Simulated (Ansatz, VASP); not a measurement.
RbBr: VASP beside Ansatz

```
CELL_PARAMETERS angstrom
5.94846 0.00000 0.00000
-2.97423 5.15152 0.00000
0.00000 0.00000 6.93836
ATOMIC_POSITIONS crystal
Rb 0.33333 0.66667 0.93750
Rb 0.66667 0.33333 0.43750
Br 0.33333 0.66667 0.43750
Br 0.66667 0.33333 0.93750
```

Alike in both runs: task single point; functional r2SCAN; k mesh 6 × 6 × 4; no spin polarisation.

```csv
,VASP,Ansatz
version,VASP 6.6.1,Ansatz 0.2.0
potentials or method,"VASP PAW PBE potentials, release 64 (Rb_sv, Br)","plane waves, PAW"
plane-wave cutoff (eV),520,500
occupations,"gaussian, width 0.01 eV",fixed
valence electrons in the cell,32,32
```

```csv
,VASP,Ansatz,Ansatz less VASP
gap on the k mesh at the Fermi level (eV),4.62,4.62,0.000
pressure (GPa),-0.3,-0.3,-0.01
```

VASP's potentials were made for PBE, not for r2SCAN.
